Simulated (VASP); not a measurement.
# BP (F-43m) in VASP: further runs

Aim: see how the results for BP move with the level of theory and the settings. Levels: PBE+D3(BJ), PBE+D4. Tasks: single point.

Everything below comes from runs of VASP 6.6.1. Logs are shortened: lines on timing, memory, paths and dates and some standing lists are left out, and cuts for length are marked.

**1. The cell of the first run**

Symmetry: F-43m, No. 216, cubic system. Conventional cell: a = 4.507 Å, b = 4.507 Å, c = 4.507 Å, α = 90.00°, β = 90.00°, γ = 90.00°. Within 2.6 Å of B (site symmetry -43m) lie 4 P at 1.95 Å. Within 2.6 Å of P (site symmetry -43m) lie 4 B at 1.95 Å.

**2. Single point, PBE+D3(BJ)**

File INCAR:

```
SYSTEM = BP
PREC = Accurate ; ENCUT = 520
EDIFF = 1E-6 ; ISMEAR = 0
SIGMA = 0.01 ; LREAL = .FALSE.
LASPH = .TRUE. ; NELM = 60
ALGO = Normal ; ISIF = 2
LWAVE = .FALSE. ; LCHARG = .FALSE.
GGA = PE ; IVDW = 12
NBANDS = 11
```

File KPOINTS:

```
regular mesh
0
G
  8 8 8
  0 0 0
```

File POSCAR:

```
BP
1.0
    3.1870339692      0.0000000000      0.0000000000
    1.5935169846      2.7600523800      0.0000000000
    1.5935169846      0.9200174600      2.6022023391
B P
1 1
Direct
    0.0000000000      0.0000000000      0.0000000000
    0.2500000000      0.2500000000      0.2500000000
```

Potentials or basis: VASP PAW PBE potentials, release 64 (B, P).

Launch:

```bash
cat potpaw_PBE.64/B/POTCAR potpaw_PBE.64/P/POTCAR > POTCAR
mpirun -np 1 vasp_std > vasp.out
```

OUTCAR:

```text
SYSTEM = BP
   PREC = Accurate
   ENCUT = 520
   EDIFF = 1E-6
   ISMEAR = 0
   LREAL = .FALSE.
   LASPH = .TRUE.
   NELM = 60
   ISIF = 2
   GGA = PE
   IVDW = 12
 IVDW          = 12

 ion  position               nearest neighbor table
   1  0.000  0.000  0.000-   2 1.95   2 1.95   2 1.95   2 1.95
   2  0.250  0.250  0.250-   1 1.95   1 1.95   1 1.95   1 1.95

  LATTYP: Found a face centered cubic cell.
 ALAT       =     4.5071466629

  Lattice vectors:

 A1 = (   3.1870339692,   0.0000000000,   0.0000000000)
 A2 = (   1.5935169846,   2.7600523800,   0.0000000000)
 A3 = (   1.5935169846,   0.9200174600,   2.6022023391)

Analysis of symmetry for initial positions (statically):
=====================================================================
 Subroutine PRICEL returns:
 Original cell was already a primitive cell.

 Routine SETGRP: Setting up the symmetry group for a
 face centered cubic supercell.

 Subroutine GETGRP returns: Found 24 space group operations
 (whereof 24 operations were pure point group operations)
 out of a pool of 48 trial point group operations.

The static configuration has the point symmetry T_d .

Analysis of symmetry for dynamics (positions and initial velocities):
=====================================================================
 Subroutine PRICEL returns:
 Original cell was already a primitive cell.

 Routine SETGRP: Setting up the symmetry group for a
 face centered cubic supercell.

 Subroutine GETGRP returns: Found 24 space group operations
 (whereof 24 operations were pure point group operations)
 out of a pool of 48 trial point group operations.

The dynamic configuration has the point symmetry T_d .

 Subroutine INISYM returns: Found 24 space group operations
 (whereof 24 operations are pure point group operations),
 and found     1 'primitive' translations

----------------------------------------------------------------------------------------

                                     Primitive cell

  volume of cell :      22.8900

  direct lattice vectors                    reciprocal lattice vectors
     3.187033969  0.000000000  0.000000000     0.313771365 -0.181155982 -0.128096624
     1.593516985  2.760052380  0.000000000     0.000000000  0.362311965 -0.128096624
     1.593516985  0.920017460  2.602202339     0.000000000  0.000000000  0.384289871

  length of vectors
     3.187033969  3.187033969  3.187033969     0.384289871  0.384289871  0.384289871

  position of ions in fractional coordinates (direct lattice)
     0.000000000  0.000000000  0.000000000
     0.250000000  0.250000000  0.250000000

  ion indices of the primitive-cell ions
   primitive index   ion index
                 1           1
                 2           2

----------------------------------------------------------------------------------------

 KPOINTS: regular mesh

Automatic generation of k-mesh.
 Grid dimensions read from file:
 generate k-points for:    8    8    8

 Generating k-lattice:

  Cartesian coordinates                     Fractional coordinates (reciprocal lattice)
     0.039221421 -0.022644498 -0.016012078     0.125000000  0.000000000 -0.000000000
     0.000000000  0.045288996 -0.016012078     0.000000000  0.125000000  0.000000000
     0.000000000  0.000000000  0.048036234     0.000000000  0.000000000  0.125000000

  Length of vectors
     0.048036234  0.048036234  0.048036234

  Shift w.r.t. Gamma in fractional coordinates (k-lattice)
     0.000000000  0.000000000  0.000000000

 Subroutine IBZKPT returns following result:
 ===========================================

 Found     29 irreducible k-points:

 Following reciprocal coordinates:
            Coordinates               Weight
  0.000000  0.000000  0.000000      1.000000
  0.125000  0.000000 -0.000000      8.000000
  0.250000  0.000000 -0.000000      8.000000
  0.375000  0.000000 -0.000000      8.000000
  0.500000  0.000000 -0.000000      4.000000
  0.125000  0.125000 -0.000000      6.000000
[... 16 lines left out ...]
  0.500000  0.250000  0.125000     48.000000
 -0.375000  0.250000  0.125000     24.000000
 [... further k-points ...]
   k-points           NKPTS =     29   k-points in BZ     NKDIM =     29   number of bands    NBANDS=     11
   number of dos      NEDOS =    301   number of ions     NIONS =      2
   total plane-waves  NPLWV =  13824
   dimension x,y,z NGX =    24 NGY =   24 NGZ =   24
   dimension x,y,z NGXF=    48 NGYF=   48 NGZF=   48
   ions per type =               1   1
   NGX,Y,Z   is equivalent  to a cutoff of  12.52, 12.52, 12.52 a.u.
   NGXF,Y,Z  is equivalent  to a cutoff of  25.04, 25.04, 25.04 a.u.
 SYSTEM =  BP
   PREC   = accura    normal or accurate (medium, high low for compatibility)
   ISTART =      0    job   : 0-new  1-cont  2-samecut
   ICHARG =      2    charge: 1-file 2-atom 10-const
   ISPIN  =      1    spin polarized calculation?
   LNONCOLLINEAR =      F non collinear calculations
   LSORBIT =      F    spin-orbit coupling
   LASPH  =      T    aspherical Exc in radial PAW
   ENCUT  =  520.0 eV  38.22 Ry    6.18 a.u.   5.93  5.93  5.93*2*pi/ulx,y,z
   NELM   =     60;   NELMIN=  2; NELMDL= -5     # of ELM steps
   EDIFF  = 0.1E-05   stopping-criterion for ELM
   LREAL  =      F    real-space projection
   EDIFFG = 0.1E-04   stopping-criterion for IOM
   NSW    =      0    number of steps for IOM
   IBRION =     -1    ionic relax: 0-MD 1-quasi-New 2-CG
   NFREE  =      0    steps in history (QN), initial steepest desc. (CG)
   ISIF   =      2    stress and relaxation
   ISYM   =      2    0-nonsym 1-usesym 2-fastsym
   POTIM  = 0.5000    time-step for ionic-motion
   TEBEG  =    0.0;   TEEND  =   0.0 temperature during run
   PSTRESS=    0.0 pullay stress
   NELECT =       8.0000    total number of electrons
   NUPDOWN=      -1.0000    fix difference up-down
   EMIN   =  10.00;   EMAX   =-10.00  energy-range for DOS
   EFERMI =   0.00;   METHOD = LEGACY
   ISMEAR =     0;   SIGMA  =   0.01  broadening in eV -4-tet -1-fermi 0-gaus
   EFERMI_NEDOS =   21; number of points for ismear=-14 and -15
   IALGO  =     38    algorithm
   IMIX   =      4    mixing-type and parameters
     AMIX     =   0.40;   BMIX     =  1.00
     AMIX_MAG =   1.60;   BMIX_MAG =  1.00
  volume/ion in A,a.u.               =      11.44        77.23
  Fermi-wavevector in a.u.,A,eV,Ry     =   1.153161  2.179158 18.092747  1.329779
  Thomas-Fermi vector in A             =   2.289807
   LORBIT       =      0    0 simple, 1 ext, 2 COOP (PROOUT), +10 PAW based schemes
   GGA     = PE    functional components
   LHFCALC =     F    Hartree Fock is set to
   AEXX    =    0.0000 exact exchange contribution
   IVDW    =    12    specifies the selected vdW correction
   LEPSILON=     F    determine dielectric tensor
   LRPA    =     F    only Hartree local field effects (RPA)
 non-spin polarized calculation
 Gauss-broadening in eV      SIGMA  =   0.01
  energy-cutoff  :      520.00
  volume of cell :       22.89
 maximum number of plane-waves:       636
   NGX = 11   NGY = 11   NGZ = 11

 number of electron       8.0000001 magnetization

 Free energy of the ion-electron system (eV)
  ---------------------------------------------------
  ext. energy  EPLUGINS =         0.00000000
  ---------------------------------------------------
  free energy    TOTEN  =       -12.92055946 eV

  energy without entropy =      -12.92055946  energy(sigma->0) =      -12.92055946

 E-fermi :   7.7540     XC(G=0): -10.9951

 val. band max:        7.6776316160   @ k =   0.0000   0.0000   0.0000
 cond. band min:       8.9213466411   @ k =   0.3750   0.3750  -0.0000
 fundamental gap:      1.2437150251
 Fermi energy:         7.7540149870

 k-point     1 :       0.0000    0.0000    0.0000
  band No.  band energies     occupation
      1      -7.9669      2.00000
      2       7.6776      2.00000
      3       7.6776      2.00000
      4       7.6776      2.00000
      5      11.1089      0.00000
      6      11.1089      0.00000
      7      11.1089      0.00000
      8      15.3656      0.00000
      9      19.3300      0.00000
     10      19.8645      0.00000
     11      19.8645      0.00000

 k-point     2 :       0.1250    0.0000   -0.0000
  band No.  band energies     occupation
      1      -7.6810      2.00000
      2       5.8013      2.00000
      3       7.2419      2.00000
      4       7.2419      2.00000
      5      11.6733      0.00000
      6      11.7114      0.00000
      7      11.7114      0.00000
      8      16.1188      0.00000
      9      18.9400      0.00000
     10      18.9400      0.00000
     11      20.1804      0.00000

 k-point     3 :       0.2500    0.0000   -0.0000
  band No.  band energies     occupation
      1      -6.8417      2.00000
      2       2.7685      2.00000
      3       6.5430      2.00000
      4       6.5430      2.00000
      5      11.7797      0.00000
      6      12.4838      0.00000
      7      12.4838      0.00000
      8      17.4765      0.00000
      9      18.6858      0.00000
     10      18.6858      0.00000
     11      20.8908      0.00000

 k-point     4 :       0.3750    0.0000   -0.0000
  band No.  band energies     occupation
      1      -5.5530      2.00000
      2      -0.0028      2.00000
      3       6.0602      2.00000
      4       6.0602      2.00000
      5      11.6454      0.00000
      6      12.5199      0.00000
      7      12.5199      0.00000
      8      17.9343      0.00000
      9      20.3915      0.00000
     10      20.3915      0.00000
     11      21.7207      0.00000

 k-point     5 :       0.5000    0.0000   -0.0000
  band No.  band energies     occupation
      1      -4.5643      2.00000
      2      -1.5040      2.00000
      3       5.8951      2.00000
      4       5.8951      2.00000
      5      11.5817      0.00000
      6      12.4038      0.00000
      7      12.4038      0.00000
      8      17.8746      0.00000
      9      22.4366      0.00000
     10      22.4366      0.00000
     11      22.7078      0.00000
[... 211 lines left out ...]
 k-point    21 :       0.5000    0.5000   -0.0000
  band No.  band energies     occupation
      1      -3.0037      2.00000
      2      -1.0117      2.00000
      3       3.4886      2.00000
      4       3.4886      2.00000
      5       8.9681      0.00000
      6       9.3169      0.00000
      7      19.9939      0.00000
      8      19.9939      0.00000
      9      23.1586      0.00000
     10      24.5672      0.00000
     11      25.8693      0.00000

 k-point    22 :       0.3750    0.2500    0.1250
  band No.  band energies     occupation
      1      -6.1052      2.00000
      2       2.7040      2.00000
      3       3.8099      2.00000
      4       5.6703      2.00000
      5      11.1576      0.00000
      6      13.7270      0.00000
      7      13.9731      0.00000
      8      15.3060      0.00000
      9      19.4107      0.00000
     10      21.7187      0.00000
     11      23.5490      0.00000

 k-point    23 :       0.5000    0.2500    0.1250
  band No.  band energies     occupation
      1      -4.8472      2.00000
      2       0.4892      2.00000
      3       3.1609      2.00000
      4       4.8803      2.00000
      5      11.7957      0.00000
      6      13.2127      0.00000
      7      15.0995      0.00000
      8      16.1235      0.00000
      9      20.2448      0.00000
     10      21.2229      0.00000
     11      24.9531      0.00000

 k-point    24 :      -0.3750    0.2500    0.1250
  band No.  band energies     occupation
      1      -3.8925      2.00000
      2      -0.8998      2.00000
      3       3.0866      2.00000
      4       4.5010      2.00000
      5      11.8709      0.00000
      6      12.9469      0.00000
      7      16.1190      0.00000
      8      17.5965      0.00000
      9      18.2249      0.00000
     10      22.2368      0.00000
     11      24.6925      0.00000

 [... further k-points ...]

------------------------ aborting loop because EDIFF is reached ----------------------------------------

 Edisp (eV)   -0.66027

 E8    (eV) :    -0.2413

  FORCE on cell =-STRESS in cart. coord.  units (eV):
  Direction    XX          YY          ZZ          XY          YZ          ZX
  --------------------------------------------------------------------------------------
  -------------------------------------------------------------------------------------
  Total      -0.02915    -0.02915    -0.02915     0.00000     0.00000     0.00000
  in kB      -2.04033    -2.04033    -2.04033     0.00000     0.00000     0.00000
  external pressure =       -2.04 kB  Pullay stress =        0.00 kB

 VOLUME and BASIS-vectors are now :
 -----------------------------------------------------------------------------
  energy-cutoff  :      520.00
  volume of cell :       22.89
      direct lattice vectors                 reciprocal lattice vectors
     3.187033969  0.000000000  0.000000000     0.313771365 -0.181155982 -0.128096624
     1.593516985  2.760052380  0.000000000     0.000000000  0.362311965 -0.128096624
     1.593516985  0.920017460  2.602202339     0.000000000  0.000000000  0.384289871

 POSITION                                       TOTAL-FORCE (eV/Angst)
 -----------------------------------------------------------------------------------
      0.00000      0.00000      0.00000         0.000000      0.000000     -0.000000
      1.59352      0.92002      0.65055        -0.000000     -0.000000      0.000000
 -----------------------------------------------------------------------------------
    total drift:                                0.000000      0.000000      0.000000

  FREE ENERGIE OF THE ION-ELECTRON SYSTEM (eV)
  ---------------------------------------------------
  free  energy   TOTEN  =       -13.5808338851 eV

  energy  without entropy=      -13.5808338851  energy(sigma->0) =      -13.58083389
```

Wall time 3 s (1 thread of Intel Xeon 6975P-C, shared host); peak memory 0.14 GiB.

What came out:

```yaml
Free_energy: -13.5808 eV
Pressure: -0.2 GPa
Band_gap_on_the_k_mesh: 1.24 eV, indirect (least direct gap 3.43 eV)
Dispersion_energy_per_atom: -0.330 eV
```

A k mesh can miss the band edges. PBE gaps usually lie below the measured ones, often by a third to a half.

**3. Single point, PBE+D4**

File INCAR:

```
SYSTEM = BP
ALGO     = Normal         ! electronic algorithm
EDIFF    = 1E-7           ! SCF threshold, eV
ENCUT    = 520            ! plane-wave cutoff, eV
GGA      = PE             ! functional
ISIF     = 2              ! what is computed and relaxed
ISMEAR   = 0              ! smearing method
IVDW     = 13             ! dispersion correction
LASPH    = .True.         ! aspherical terms in the spheres
LCHARG   = .False.        ! write CHGCAR
LREAL    = .False.        ! projectors in reciprocal space
LWAVE    = .False.        ! write WAVECAR
NBANDS   = 11             ! bands
NELM     = 60             ! most SCF steps
PREC     = Accurate       ! precision mode
SIGMA    = 0.01           ! smearing width, eV
```

File KPOINTS:

```
k-points
0
Gamma
  8 8 8
  0 0 0
```

File POSCAR:

```
BP
1.0
    3.1849148524      0.0000000000      0.0000000000
    1.5924574262      2.7582171711      0.0000000000
    1.5924574262      0.9194057237      2.6004720875
B P
1 1
Direct
    0.0000000000      0.0000000000      0.0000000000
    0.2500000000      0.2500000000      0.2500000000
```

Potentials or basis: VASP PAW PBE potentials, release 64 (B, P).

Launch:

```bash
cat potpaw_PBE.64/B/POTCAR potpaw_PBE.64/P/POTCAR > POTCAR
mpirun -np 1 vasp_std > vasp.out
```

Wall time 4 s (1 thread of Intel Xeon 6975P-C, shared host); peak memory 0.14 GiB.

It converged, with:

* Free energy: -13.6422 eV
* Pressure: -0.2 GPa
* Band gap on the k mesh: 1.24 eV, indirect (least direct gap 3.43 eV)
* Dispersion energy per atom: -0.361 eV

Levels at points of the mesh, in eV from the valence-band top:
| k point | band 1 | band 2 | band 3 | band 4 | band 5 | band 6 | band 7 | band 8 |
| --- | --- | --- | --- | --- | --- | --- | --- | --- |
| (0.00, 0.00, 0.00) | -15.66 | 0.00 | 0.00 | 0.00 | 3.43 | 3.43 | 3.43 | 7.72 |
| (0.50, 0.00, 0.00) | -12.25 | -9.20 | -1.78 | -1.78 | 3.92 | 4.73 | 4.73 | 10.20 |
| (0.50, 0.50, 0.00) | -10.69 | -8.70 | -4.20 | -4.20 | 1.29 | 1.64 | 12.34 | 12.34 |

A k mesh can miss the band edges.
